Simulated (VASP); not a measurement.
# ZnS (NiAs type) (P6_3/mmc) in VASP: relaxation of cell and atoms with PBE

Aim: the relaxation of cell and atoms of ZnS (NiAs type) with PBE.

All numbers are computed with VASP 6.6.1; they aren't measurements. Logs are shortened: lines on timing, memory, paths and dates and some standing lists are left out, and cuts for length are marked.

### Step 1. The cell of the first run

The structure is hexagonal, space group P6_3/mmc (No. 194). The conventional cell has a = 3.380 Å, b = 3.380 Å, c = 5.239 Å, α = 90.00°, β = 90.00°, γ = 120.00°. Within 3.1 Å of Zn (site symmetry -3m) lie 6 S at 2.35 Å and 2 Zn at 2.62 Å. S (site symmetry -6m2) has 6 Zn at 2.35 Å within 3.1 Å.

### Step 2. Relaxation of cell and atoms, PBE, target pressure 37 GPa, at which the enthalpy is minimised

The input, INCAR:

```
SYSTEM = ZnS
PREC = Accurate
ENCUT = 600
EDIFF = 1E-7
ISMEAR = -1
SIGMA = 0.1
LREAL = .False.
LASPH = .True.
NELM = 80
ALGO = Normal
ISIF = 3
LWAVE = .False.
LCHARG = .False.
GGA = PE
IBRION = 2
NSW = 60
EDIFFG = -0.005
PSTRESS = 370.0
```

The input, KPOINTS:

```
Automatic mesh
0
Gamma
  12 12 7
  0 0 0
```

The input, POSCAR:

```
ZnS
1.0
    3.3802441540      0.0000000000      0.0000000000
   -1.6901220770      2.9273773084      0.0000000000
    0.0000000000      0.0000000000      5.2393784388
Zn S
2 2
Direct
    0.0000000000      0.0000000000      0.0000000000
    0.0000000000      0.0000000000      0.5000000000
    0.3333333333      0.6666666667      0.2500000000
    0.6666666667      0.3333333333      0.7500000000
```

Potentials or basis: VASP PAW PBE potentials, release 64 (Zn, S).

Run with:

```bash
$ cat potpaw_PBE.64/Zn/POTCAR potpaw_PBE.64/S/POTCAR > POTCAR
$ mpirun -np 1 vasp_std > vasp.out
```

OUTCAR:

```text
SYSTEM = ZnS
   PREC = Accurate
   ENCUT = 600
   EDIFF = 1E-7
   ISMEAR = -1
   LREAL = .False.
   LASPH = .True.
   NELM = 80
   ISIF = 3
   GGA = PE
   IBRION = 2
   NSW = 60
   EDIFFG = -0.005
   PSTRESS = 370.0

 ion  position               nearest neighbor table
   1  0.000  0.000  0.000-   3 2.35   4 2.35   4 2.35   3 2.35   4 2.35   3 2.35   2 2.62   2 2.62

   2  0.000  0.000  0.500-   3 2.35   4 2.35   4 2.35   3 2.35   4 2.35   3 2.35   1 2.62   1 2.62

   3  0.333  0.667  0.250-   1 2.35   2 2.35   1 2.35   2 2.35   1 2.35   2 2.35
   4  0.667  0.333  0.750-   1 2.35   2 2.35   1 2.35   2 2.35   1 2.35   2 2.35

  LATTYP: Found a hexagonal cell.
 ALAT       =     3.3802441540
 C/A-ratio  =     1.5500000000

  Lattice vectors:

 A1 = (   3.3802441540,   0.0000000000,   0.0000000000)
 A2 = (  -1.6901220770,   2.9273773084,   0.0000000000)
 A3 = (   0.0000000000,   0.0000000000,   5.2393784388)

Analysis of symmetry for initial positions (statically):
=====================================================================
 Subroutine PRICEL returns:
 Original cell was already a primitive cell.

 Routine SETGRP: Setting up the symmetry group for a
 hexagonal supercell.

 Subroutine GETGRP returns: Found 24 space group operations
 (whereof 12 operations were pure point group operations)
 out of a pool of 24 trial point group operations.

The static configuration has the point symmetry D_3d.
 The point group associated with its full space group is D_6h.

Analysis of symmetry for dynamics (positions and initial velocities):
=====================================================================
 Subroutine PRICEL returns:
 Original cell was already a primitive cell.

 Routine SETGRP: Setting up the symmetry group for a
 hexagonal supercell.

 Subroutine GETGRP returns: Found 24 space group operations
 (whereof 12 operations were pure point group operations)
 out of a pool of 24 trial point group operations.

The dynamic configuration has the point symmetry D_3d.
 The point group associated with its full space group is D_6h.

 Subroutine INISYM returns: Found 24 space group operations
 (whereof 12 operations are pure point group operations),
 and found     1 'primitive' translations

----------------------------------------------------------------------------------------

                                     Primitive cell

  volume of cell :      51.8450

  direct lattice vectors                    reciprocal lattice vectors
     3.380244154  0.000000000  0.000000000     0.295836618  0.170801351  0.000000000
    -1.690122077  2.927377308  0.000000000     0.000000000  0.341602703  0.000000000
     0.000000000  0.000000000  5.239378439     0.000000000  0.000000000  0.190862334

  length of vectors
     3.380244154  3.380244154  5.239378439     0.341602703  0.341602703  0.190862334

  position of ions in fractional coordinates (direct lattice)
     0.000000000  0.000000000  0.000000000
     0.000000000  0.000000000  0.500000000
     0.333333333  0.666666667  0.250000000
     0.666666667  0.333333333  0.750000000

  ion indices of the primitive-cell ions
   primitive index   ion index
                 1           1
                 2           2
                 3           3
                 4           4

----------------------------------------------------------------------------------------

 KPOINTS: Automatic mesh

Automatic generation of k-mesh.
 Grid dimensions read from file:
 generate k-points for:   12   12    7

 Generating k-lattice:

  Cartesian coordinates                     Fractional coordinates (reciprocal lattice)
     0.024653052  0.014233446  0.000000000     0.083333333 -0.000000000  0.000000000
     0.000000000  0.028466892  0.000000000     0.000000000  0.083333333  0.000000000
     0.000000000  0.000000000  0.027266048     0.000000000  0.000000000  0.142857143

  Length of vectors
     0.028466892  0.028466892  0.027266048

  Shift w.r.t. Gamma in fractional coordinates (k-lattice)
     0.000000000  0.000000000  0.000000000

 Subroutine IBZKPT returns following result:
 ===========================================

 Found     76 irreducible k-points:

 Following reciprocal coordinates:
            Coordinates               Weight
  0.000000  0.000000  0.000000      1.000000
  0.083333  0.000000  0.000000      6.000000
  0.166667  0.000000  0.000000      6.000000
  0.250000  0.000000  0.000000      6.000000
  0.333333  0.000000  0.000000      6.000000
  0.416667 -0.000000  0.000000      6.000000
[... 16 lines left out ...]
  0.250000  0.000000  0.142857     12.000000
  0.333333  0.000000  0.142857     12.000000
 [... further k-points ...]
   k-points           NKPTS =     76   k-points in BZ     NKDIM =     76   number of bands    NBANDS=     22
   number of dos      NEDOS =    301   number of ions     NIONS =      4
   total plane-waves  NPLWV =  32928
   dimension x,y,z NGX =    28 NGY =   28 NGZ =   42
   dimension x,y,z NGXF=    56 NGYF=   56 NGZF=   84
   ions per type =               2   2
   NGX,Y,Z   is equivalent  to a cutoff of  13.77, 13.77, 13.33 a.u.
   NGXF,Y,Z  is equivalent  to a cutoff of  27.54, 27.54, 26.65 a.u.
 SYSTEM =  ZnS
   PREC   = accura    normal or accurate (medium, high low for compatibility)
   ISTART =      0    job   : 0-new  1-cont  2-samecut
   ICHARG =      2    charge: 1-file 2-atom 10-const
   ISPIN  =      1    spin polarized calculation?
   LNONCOLLINEAR =      F non collinear calculations
   LSORBIT =      F    spin-orbit coupling
   LASPH  =      T    aspherical Exc in radial PAW
   ENCUT  =  600.0 eV  44.10 Ry    6.64 a.u.   6.75  6.75 10.46*2*pi/ulx,y,z
   NELM   =     80;   NELMIN=  2; NELMDL= -5     # of ELM steps
   EDIFF  = 0.1E-06   stopping-criterion for ELM
   LREAL  =      F    real-space projection
   EDIFFG = -.5E-02   stopping-criterion for IOM
   NSW    =     60    number of steps for IOM
   IBRION =      2    ionic relax: 0-MD 1-quasi-New 2-CG
   NFREE  =      1    steps in history (QN), initial steepest desc. (CG)
   ISIF   =      3    stress and relaxation
   ISYM   =      2    0-nonsym 1-usesym 2-fastsym
   POTIM  = 0.5000    time-step for ionic-motion
   TEBEG  =    0.0;   TEEND  =   0.0 temperature during run
   PSTRESS=  370.0 pullay stress
   NELECT =      36.0000    total number of electrons
   NUPDOWN=      -1.0000    fix difference up-down
   EMIN   =  10.00;   EMAX   =-10.00  energy-range for DOS
   EFERMI =   0.00;   METHOD = LEGACY
   ISMEAR =    -1;   SIGMA  =   0.10  broadening in eV -4-tet -1-fermi 0-gaus
   EFERMI_NEDOS =   21; number of points for ismear=-14 and -15
   IALGO  =     38    algorithm
   IMIX   =      4    mixing-type and parameters
     AMIX     =   0.40;   BMIX     =  1.00
     AMIX_MAG =   1.60;   BMIX_MAG =  1.00
  volume/ion in A,a.u.               =      12.96        87.47
  Fermi-wavevector in a.u.,A,eV,Ry     =   1.449684  2.739506 28.593800  2.101585
  Thomas-Fermi vector in A             =   2.567383
   LORBIT       =      0    0 simple, 1 ext, 2 COOP (PROOUT), +10 PAW based schemes
   GGA     = PE    functional components
   LHFCALC =     F    Hartree Fock is set to
   AEXX    =    0.0000 exact exchange contribution
   IVDW    =     0    specifies the selected vdW correction
   LEPSILON=     F    determine dielectric tensor
   LRPA    =     F    only Hartree local field effects (RPA)
 conjugate gradient relaxation of ions
 non-spin polarized calculation
  energy-cutoff  :      600.00
  volume of cell :       51.84
 maximum number of plane-waves:      1749
 NGX is ok and might be reduce to    28
   NGX = 13   NGY = 13   NGZ = 21

--------------------------------------- Ionic step        1  -------------------------------------------

 number of electron      36.0000025 magnetization

 Free energy of the ion-electron system (eV)
  ---------------------------------------------------
  ext. energy  EPLUGINS =         0.00000000
  ---------------------------------------------------
  free energy    TOTEN  =       -10.71601622 eV

  energy without entropy =      -10.71440788  energy(sigma->0) =      -10.71521205

------------------------ aborting loop because EDIFF is reached ----------------------------------------

  FORCE on cell =-STRESS in cart. coord.  units (eV):
  Direction    XX          YY          ZZ          XY          YZ          ZX
  --------------------------------------------------------------------------------------
  -------------------------------------------------------------------------------------
  Total       12.3261672     12.3261672     15.5195266      0.0000000      0.0000000     -0.0000000
  in kB      380.9185255    380.9185255    479.6036847      0.0000000      0.0000000     -0.0000000
  external PRESSURE =      43.8135786 kB  Pullay stress =     370.0000000 kB

 VOLUME and BASIS-vectors are now :
 -----------------------------------------------------------------------------
  energy-cutoff  :      600.00
  volume of cell :       51.84
      direct lattice vectors                 reciprocal lattice vectors
     3.380244154  0.000000000  0.000000000     0.295836618  0.170801351  0.000000000
    -1.690122077  2.927377308  0.000000000     0.000000000  0.341602703  0.000000000
     0.000000000  0.000000000  5.239378439     0.000000000  0.000000000  0.190862334
[... 130 lines left out ...]
  FREE ENERGIE OF THE ION-ELECTRON SYSTEM (eV)
  ---------------------------------------------------
  free  energy   TOTEN  =       -11.0191391238 eV

  energy  without entropy=      -11.0153470830  energy(sigma->0) =      -11.01724310

  enthalpy is  TOTEN    =         1.1707473675 eV   P V=       12.1898864913

--------------------------------------- Ionic step        5  -------------------------------------------

 number of electron      36.0000000 magnetization

 Free energy of the ion-electron system (eV)
  ---------------------------------------------------
  ext. energy  EPLUGINS =         0.00000000
  ---------------------------------------------------
  free energy    TOTEN  =       -10.98543603 eV

  energy without entropy =      -10.98108021  energy(sigma->0) =      -10.98325812

 E-fermi :   6.9072     XC(G=0): -11.9559

 val. band max:        6.7119546930   @ k =   0.3333   0.3333   0.0000
 cond. band min:       7.1058894232   @ k =   0.3333   0.2500   0.0000
 fundamental gap:      0.3939347302
 Fermi energy:         6.9072302947

 k-point     1 :       0.0000    0.0000    0.0000
  band No.  band energies     occupation
      1      -9.3745      2.00000
      2      -6.9588      2.00000
      3      -2.4134      2.00000
      4      -1.0779      2.00000
      5      -1.0779      2.00000
      6      -0.9015      2.00000
[... 14 lines left out ...]
     21      13.1577      0.00000
     22      13.1577      0.00000
[... 552 lines left out ...]
  band No.  band energies     occupation
      1      -7.8628      2.00000
      2      -6.6085      2.00000
      3      -1.4502      2.00000
      4      -1.2784      2.00000
      5      -1.0543      2.00000
      6      -0.8471      2.00000
[... 14 lines left out ...]
     21      11.8611      0.00000
     22      12.8025      0.00000

 [... further k-points ...]

------------------------ aborting loop because EDIFF is reached ----------------------------------------

  FORCE on cell =-STRESS in cart. coord.  units (eV):
  Direction    XX          YY          ZZ          XY          YZ          ZX
  --------------------------------------------------------------------------------------
  -------------------------------------------------------------------------------------
  Total       12.1546456     12.1546456     12.1568422      0.0000000      0.0000000      0.0000000
  in kB      369.9988964    369.9988964    370.0657611      0.0000000      0.0000000      0.0000000
  external PRESSURE =       0.0211847 kB  Pullay stress =     370.0000000 kB

 VOLUME and BASIS-vectors are now :
 -----------------------------------------------------------------------------
  energy-cutoff  :      600.00
  volume of cell :       52.63
      direct lattice vectors                 reciprocal lattice vectors
     3.317838118 -0.000000000 -0.000000000     0.301401082  0.174013996 -0.000000000
    -1.658919059  2.873332096  0.000000000    -0.000000000  0.348027992 -0.000000000
     0.000000000  0.000000000  5.520919805     0.000000000 -0.000000000  0.181129238

 POSITION                                       TOTAL-FORCE (eV/Angst)
 -----------------------------------------------------------------------------------
      0.00000      0.00000      0.00000        -0.000000     -0.000000      0.000000
      0.00000      0.00000      2.76046        -0.000000     -0.000000      0.000000
     -0.00000      1.91555      1.38023        -0.000000      0.000000     -0.000000
      1.65892      0.95778      4.14069         0.000000      0.000000      0.000000
 -----------------------------------------------------------------------------------
    total drift:                               -0.000000      0.000000      0.000000

  FREE ENERGIE OF THE ION-ELECTRON SYSTEM (eV)
  ---------------------------------------------------
  free  energy   TOTEN  =       -10.9854360304 eV

  energy  without entropy=      -10.9810802071  energy(sigma->0) =      -10.98325812

  enthalpy is  TOTEN    =         1.1692458550 eV   P V=       12.1546818854

 reached required accuracy - stopping structural energy minimisation
```

Wall time 4.1 min (1 thread of AMD EPYC 9R45 (Zen 5), shared host); peak memory 0.21 GiB.

Results:

```
Free energy                                                : -10.9854 eV
Relaxed volume                                             : 13.16 Å³/atom
Relaxed cell                                               : a = 3.318 Å, b = 3.318 Å, c = 5.521 Å, α = 90.00°, β = 90.00°, γ = 120.00°
Space group after relaxing (to 0.1 Å)                      : P6_3/mmc (No. 194)
Energy change on relaxing (the run minimises the enthalpy) : -67.4 meV/atom
Ionic steps                                                : 5
Pressure after relaxing                                    : 37.0 GPa
```

The path:
| step | energy change (eV) | largest force (eV/Å) | pressure (GPa) | volume (Å³) |
| --- | --- | --- | --- | --- |
| 1 | 0.0000 | 0.0000 | 41.38 | 51.84 |
| 2 | -0.6460 | 0.0000 | 29.58 | 54.52 |
| 3 | -0.4190 | 0.0000 | 33.91 | 53.46 |
| 4 | -0.3031 | 0.0000 | 36.36 | 52.78 |
| 5 | -0.2694 | 0.0000 | 37.00 | 52.63 |

Final structure:
```yaml
crystal:
  lattice:
    - [3.31784, 0.00000, 0.00000]
    - [-1.65892, 2.87333, 0.00000]
    - [0.00000, 0.00000, 5.52092]
  atoms:
    - { symbol: Zn, position: [0.00000, 0.00000, 0.00000] }
    - { symbol: Zn, position: [0.00000, 0.00000, 0.50000] }
    - { symbol: S, position: [0.33333, 0.66667, 0.25000] }
    - { symbol: S, position: [0.66667, 0.33333, 0.75000] }
```

Caveat: the cell is relaxed towards a set pressure, so the run minimises the enthalpy, not the energy.
